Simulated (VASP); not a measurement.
# MoS2 (P4_2/mnm) in VASP: single point with r2SCAN+rVV10

Aim: the single point of MoS2 with r2SCAN+rVV10.

Everything below comes from runs of VASP 6.6.1. Logs are shortened: lines on timing, memory, paths and dates and some standing lists are left out, and cuts for length are marked.

### Step 1. The cell of the first run

It takes space group P4_2/mnm (No. 136, tetragonal). Conventional cell: a = 5.830 Å, b = 5.830 Å, c = 3.229 Å, α = 90.00°, β = 90.00°, γ = 90.00°. Mo (site symmetry mmm) has 6 S at 2.37 to 2.39 Å within 3.1 Å. S (site symmetry m2m) has 3 Mo at 2.37 to 2.39 Å within 3.1 Å.

### Step 2. Single point, r2SCAN+rVV10

File POSCAR:

```
MoS2
1.0
    5.8300913962      0.0000000000      0.0000000000
    0.0000000000      5.8300913962      0.0000000000
    0.0000000000      0.0000000000      3.2290071860
Mo S
2 4
Direct
    0.0000000000      0.0000000000      0.0000000000
    0.5000000000      0.5000000000      0.5000000000
    0.2869557283      0.2869557283      0.0000000000
    0.2130442717      0.7869557283      0.5000000000
    0.7869557283      0.2130442717      0.5000000000
    0.7130442717      0.7130442717      0.0000000000
```

File INCAR.step1:

```
SYSTEM = MoS2
PREC     = Accurate       ! precision mode
ENCUT    = 520            ! plane-wave cutoff, eV
ISMEAR   = -1             ! smearing method
SIGMA    = 0.03           ! smearing width, eV
LREAL    = .False.        ! projectors in reciprocal space
LASPH    = .True.         ! aspherical terms in the spheres
NELM     = 100            ! most SCF steps
NBANDS   = 35             ! bands
GGA      = PE             ! functional
ALGO     = Normal         ! electronic algorithm
EDIFF    = 1E-4           ! SCF threshold, eV
LWAVE    = .True.         ! write WAVECAR
LCHARG   = .False.        ! write CHGCAR
```

File INCAR.step2:

```
SYSTEM = MoS2
PREC     = Accurate       ! precision mode
ENCUT    = 520            ! plane-wave cutoff, eV
EDIFF    = 1E-7           ! SCF threshold, eV
ISMEAR   = -1             ! smearing method
SIGMA    = 0.03           ! smearing width, eV
LREAL    = .False.        ! projectors in reciprocal space
LASPH    = .True.         ! aspherical terms in the spheres
NELM     = 100            ! most SCF steps
ALGO     = Normal         ! electronic algorithm
ISIF     = 2              ! what is computed and relaxed
LWAVE    = .False.        ! write WAVECAR
LCHARG   = .True.         ! write CHGCAR
METAGGA  = R2SCAN         ! meta-GGA
LMIXTAU  = .True.       
LUSE_VDW = .True.       
IVDW_NL  = 2            
BPARAM   = 11.95        
CPARAM   = 0.0093       
LELF     = .True.         ! ELF
LVHAR    = .True.       
NBANDS   = 35             ! bands
ISTART   = 1
```

File KPOINTS:

```
Automatic mesh
0
Gamma
  4 4 8
  0 0 0
```

Potentials or basis: VASP PAW PBE potentials, release 64 (Mo_sv, S).

The run is started by

```bash
$ cat potpaw_PBE.64/Mo_sv/POTCAR potpaw_PBE.64/S/POTCAR > POTCAR
$ cp INCAR.step1 INCAR
$ mpirun -np 1 vasp_std > vasp.out
$ cp INCAR.step2 INCAR
$ mpirun -np 1 vasp_std > vasp.out
```

OUTCAR:

```text
SYSTEM = MoS2
   PREC = Accurate
   ENCUT = 520
   EDIFF = 1E-7
   ISMEAR = -1
   LREAL = .False.
   LASPH = .True.
   NELM = 100
   ISIF = 2
   METAGGA = R2SCAN
   IVDW_NL = 2
   BPARAM = 11.95
   ISTART = 1

 ion  position               nearest neighbor table
   1  0.000  0.000  0.000-   3 2.37   6 2.37   5 2.39   4 2.39   4 2.39   5 2.39
   2  0.500  0.500  0.500-   4 2.37   5 2.37   3 2.39   6 2.39   3 2.39   6 2.39
   3  0.287  0.287  0.000-   1 2.37   2 2.39   2 2.39
   4  0.213  0.787  0.500-   2 2.37   1 2.39   1 2.39
   5  0.787  0.213  0.500-   2 2.37   1 2.39   1 2.39
   6  0.713  0.713  0.000-   1 2.37   2 2.39   2 2.39

  LATTYP: Found a simple tetragonal cell.
 ALAT       =     5.8300913962
 C/A-ratio  =     0.5538518981

  Lattice vectors:

 A1 = (   5.8300913962,   0.0000000000,   0.0000000000)
 A2 = (   0.0000000000,   5.8300913962,   0.0000000000)
 A3 = (   0.0000000000,   0.0000000000,   3.2290071860)

Analysis of symmetry for initial positions (statically):
=====================================================================
 Subroutine PRICEL returns:
 Original cell was already a primitive cell.

 Routine SETGRP: Setting up the symmetry group for a
 simple tetragonal supercell.

 Subroutine GETGRP returns: Found 16 space group operations
 (whereof  8 operations were pure point group operations)
 out of a pool of 16 trial point group operations.

The static configuration has the point symmetry D_2h.
 The point group associated with its full space group is D_4h.

Analysis of symmetry for dynamics (positions and initial velocities):
=====================================================================
 Subroutine PRICEL returns:
 Original cell was already a primitive cell.

 Routine SETGRP: Setting up the symmetry group for a
 simple tetragonal supercell.

 Subroutine GETGRP returns: Found 16 space group operations
 (whereof  8 operations were pure point group operations)
 out of a pool of 16 trial point group operations.

The dynamic configuration has the point symmetry D_2h.
 The point group associated with its full space group is D_4h.

 Subroutine INISYM returns: Found 16 space group operations
 (whereof  8 operations are pure point group operations),
 and found     1 'primitive' translations

----------------------------------------------------------------------------------------

                                     Primitive cell

  volume of cell :     109.7538

  direct lattice vectors                    reciprocal lattice vectors
     5.830091396  0.000000000  0.000000000     0.171523898  0.000000000  0.000000000
     0.000000000  5.830091396  0.000000000     0.000000000  0.171523898  0.000000000
     0.000000000  0.000000000  3.229007186     0.000000000  0.000000000  0.309692714

  length of vectors
     5.830091396  5.830091396  3.229007186     0.171523898  0.171523898  0.309692714

  position of ions in fractional coordinates (direct lattice)
     0.000000000  0.000000000  0.000000000
     0.500000000  0.500000000  0.500000000
     0.286955728  0.286955728  0.000000000
     0.213044272  0.786955728  0.500000000
     0.786955728  0.213044272  0.500000000
     0.713044272  0.713044272  0.000000000

  ion indices of the primitive-cell ions
   primitive index   ion index
                 1           1
                 2           2
                 3           3
                 4           4
                 5           5
                 6           6

----------------------------------------------------------------------------------------

 KPOINTS: Automatic mesh

Automatic generation of k-mesh.
 Grid dimensions read from file:
 generate k-points for:    4    4    8

 Generating k-lattice:

  Cartesian coordinates                     Fractional coordinates (reciprocal lattice)
     0.042880974  0.000000000  0.000000000     0.250000000  0.000000000  0.000000000
     0.000000000  0.042880974  0.000000000     0.000000000  0.250000000  0.000000000
     0.000000000  0.000000000  0.038711589     0.000000000  0.000000000  0.125000000

  Length of vectors
     0.042880974  0.042880974  0.038711589

  Shift w.r.t. Gamma in fractional coordinates (k-lattice)
     0.000000000  0.000000000  0.000000000

 Subroutine IBZKPT returns following result:
 ===========================================

 Found     30 irreducible k-points:

 Following reciprocal coordinates:
            Coordinates               Weight
  0.000000  0.000000  0.000000      1.000000
  0.250000  0.000000  0.000000      4.000000
  0.500000  0.000000  0.000000      2.000000
  0.250000  0.250000  0.000000      4.000000
  0.500000  0.250000  0.000000      4.000000
  0.500000  0.500000  0.000000      1.000000
[... 16 lines left out ...]
  0.500000  0.250000  0.375000      8.000000
  0.500000  0.500000  0.375000      2.000000
 [... further k-points ...]
   k-points           NKPTS =     30   k-points in BZ     NKDIM =     30   number of bands    NBANDS=     35
   number of dos      NEDOS =    301   number of ions     NIONS =      6
   total plane-waves  NPLWV =  55296
   dimension x,y,z NGX =    48 NGY =   48 NGZ =   24
   dimension x,y,z NGXF=    96 NGYF=   96 NGZF=   48
   ions per type =               2   4
   NGX,Y,Z   is equivalent  to a cutoff of  13.69, 13.69, 12.36 a.u.
   NGXF,Y,Z  is equivalent  to a cutoff of  27.37, 27.37, 24.71 a.u.
 SYSTEM =  MoS2
   PREC   = accura    normal or accurate (medium, high low for compatibility)
   ISTART =      1    job   : 0-new  1-cont  2-samecut
   ICHARG =      0    charge: 1-file 2-atom 10-const
   ISPIN  =      1    spin polarized calculation?
   LNONCOLLINEAR =      F non collinear calculations
   LSORBIT =      F    spin-orbit coupling
   LASPH  =      T    aspherical Exc in radial PAW
   ENCUT  =  520.0 eV  38.22 Ry    6.18 a.u.  10.84 10.84  6.00*2*pi/ulx,y,z
   NELM   =    100;   NELMIN=  2; NELMDL=  0     # of ELM steps
   EDIFF  = 0.1E-06   stopping-criterion for ELM
   LREAL  =      F    real-space projection
   EDIFFG = 0.1E-05   stopping-criterion for IOM
   NSW    =      0    number of steps for IOM
   IBRION =     -1    ionic relax: 0-MD 1-quasi-New 2-CG
   NFREE  =      0    steps in history (QN), initial steepest desc. (CG)
   ISIF   =      2    stress and relaxation
   ISYM   =      2    0-nonsym 1-usesym 2-fastsym
   POTIM  = 0.5000    time-step for ionic-motion
   TEBEG  =    0.0;   TEEND  =   0.0 temperature during run
   PSTRESS=    0.0 pullay stress
   NELECT =      52.0000    total number of electrons
   NUPDOWN=      -1.0000    fix difference up-down
   EMIN   =  10.00;   EMAX   =-10.00  energy-range for DOS
   EFERMI =   0.00;   METHOD = LEGACY
   ISMEAR =    -1;   SIGMA  =   0.03  broadening in eV -4-tet -1-fermi 0-gaus
   EFERMI_NEDOS =   21; number of points for ismear=-14 and -15
   IALGO  =     38    algorithm
   IMIX   =      4    mixing-type and parameters
     AMIX     =   0.40;   BMIX     =  1.00
     AMIX_MAG =   1.60;   BMIX_MAG =  1.00
  volume/ion in A,a.u.               =      18.29       123.44
  Fermi-wavevector in a.u.,A,eV,Ry     =   1.276251  2.411764 22.161389  1.628816
  Thomas-Fermi vector in A             =   2.408917
   LORBIT       =      0    0 simple, 1 ext, 2 COOP (PROOUT), +10 PAW based schemes
   METAGGA = R2SCAN    functional components
   LHFCALC =     F    Hartree Fock is set to
   AEXX    =    0.0000 exact exchange contribution
   IVDW_NL    =     2    kernel type
   BPARAM     =11.9500
   IVDW    =     0    specifies the selected vdW correction
   LEPSILON=     F    determine dielectric tensor
   LRPA    =     F    only Hartree local field effects (RPA)
 non-spin polarized calculation
  energy-cutoff  :      520.00
  volume of cell :      109.75
 maximum number of plane-waves:      2978
 NGX is ok and might be reduce to    48
   NGX = 21   NGY = 21   NGZ = 13

 number of electron      51.9999996 magnetization

 Free energy of the ion-electron system (eV)
  ---------------------------------------------------
  ext. energy  EPLUGINS =         0.00000000
  ---------------------------------------------------
  free energy    TOTEN  =       -86.67200391 eV

  energy without entropy =      -86.66314242  energy(sigma->0) =      -86.66757316

 E-fermi :   7.0487     XC(G=0): -11.4480

 val. band max:        7.0440360717   @ k =   0.2500   0.2500   0.2500
 cond. band min:       7.0588249392   @ k =   0.5000   0.5000   0.5000
 fundamental gap:      0.0147888676
 Fermi energy:         7.0486508099

 k-point     1 :       0.0000    0.0000    0.0000
  band No.  band energies     occupation
      1     -56.4826      2.00000
      2     -56.4815      2.00000
      3     -29.9039      2.00000
      4     -29.9039      2.00000
      5     -29.8643      2.00000
      6     -29.8643      2.00000
[... 27 lines left out ...]
     34      12.4619      0.00000
     35      13.7232      0.00000

 k-point     2 :       0.2500    0.0000    0.0000
  band No.  band energies     occupation
      1     -56.4825      2.00000
      2     -56.4817      2.00000
      3     -29.9020      2.00000
      4     -29.9020      2.00000
      5     -29.8662      2.00000
      6     -29.8662      2.00000
[... 27 lines left out ...]
     34      12.3498      0.00000
     35      13.4014      0.00000

 k-point     3 :       0.5000    0.0000    0.0000
  band No.  band energies     occupation
      1     -56.4821      2.00000
      2     -56.4821      2.00000
      3     -29.9000      2.00000
      4     -29.9000      2.00000
      5     -29.8683      2.00000
      6     -29.8683      2.00000
[... 27 lines left out ...]
     34      11.0155      0.00000
     35      14.0124      0.00000
[... 723 lines left out ...]
 k-point    23 :       0.5000    0.2500    0.3750
  band No.  band energies     occupation
      1     -56.4672      2.00000
      2     -56.4672      2.00000
      3     -29.9944      2.00000
      4     -29.9944      2.00000
      5     -29.8820      2.00000
      6     -29.8820      2.00000
[... 27 lines left out ...]
     34      11.9851      0.00000
     35      13.9260      0.00000

 k-point    24 :       0.5000    0.5000    0.3750
  band No.  band energies     occupation
      1     -56.4672      2.00000
      2     -56.4672      2.00000
      3     -29.9941      2.00000
      4     -29.9941      2.00000
      5     -29.8825      2.00000
      6     -29.8825      2.00000
[... 27 lines left out ...]
     34      11.3808      0.00000
     35      13.4651      0.00000

 [... further k-points ...]

------------------------ aborting loop because EDIFF is reached ----------------------------------------

  FORCE on cell =-STRESS in cart. coord.  units (eV):
  Direction    XX          YY          ZZ          XY          YZ          ZX
  --------------------------------------------------------------------------------------
  -------------------------------------------------------------------------------------
  Total        0.1362533      0.1362533      0.1469556     -0.0000000      0.0000000      0.0000000
  in kB        1.9890142      1.9890142      2.1452456     -0.0000000      0.0000000      0.0000000
  external PRESSURE =       2.0410914 kB  Pullay stress =       0.0000000 kB

 VOLUME and BASIS-vectors are now :
 -----------------------------------------------------------------------------
  energy-cutoff  :      520.00
  volume of cell :      109.75
      direct lattice vectors                 reciprocal lattice vectors
     5.830091396  0.000000000  0.000000000     0.171523898  0.000000000  0.000000000
     0.000000000  5.830091396  0.000000000     0.000000000  0.171523898  0.000000000
     0.000000000  0.000000000  3.229007186     0.000000000  0.000000000  0.309692714

 POSITION                                       TOTAL-FORCE (eV/Angst)
 -----------------------------------------------------------------------------------
      0.00000      0.00000      0.00000         0.000000     -0.000000      0.000000
      2.91505      2.91505      1.61450         0.000000     -0.000000      0.000000
      1.67298      1.67298      0.00000        -0.005479     -0.005479      0.000000
      1.24207      4.58802      1.61450         0.005479     -0.005479      0.000000
      4.58802      1.24207      1.61450        -0.005479      0.005479      0.000000
      4.15711      4.15711      0.00000         0.005479      0.005479     -0.000000
 -----------------------------------------------------------------------------------
    total drift:                               -0.000000     -0.000000     -0.000000

  FREE ENERGIE OF THE ION-ELECTRON SYSTEM (eV)
  ---------------------------------------------------
  free  energy   TOTEN  =       -86.6720039120 eV

  energy  without entropy=      -86.6631424169  energy(sigma->0) =      -86.66757316
```

Run time: 3.2 min. Hardware: 1 thread of Intel Xeon 6975P-C (Granite Rapids), shared host; peak memory 0.49 GiB.

What came out:

- Free energy: -86.6720 eV
- Pressure: 0.2 GPa
- Largest force: 0.008 eV/Å
- Band gap on the k mesh: zero (bands 26 and 27 overlap by 0.95 eV)

Forces in eV/Å, atoms in the order of the input:
```
Mo   0.000  0.000  0.000
Mo   0.000  0.000  0.000
S   -0.005 -0.005  0.000
S    0.005 -0.005  0.000
S   -0.005  0.005  0.000
S    0.005  0.005  0.000
```

Caveat: the PAW data sets were made with another functional, which shifts forces and pressure a little.
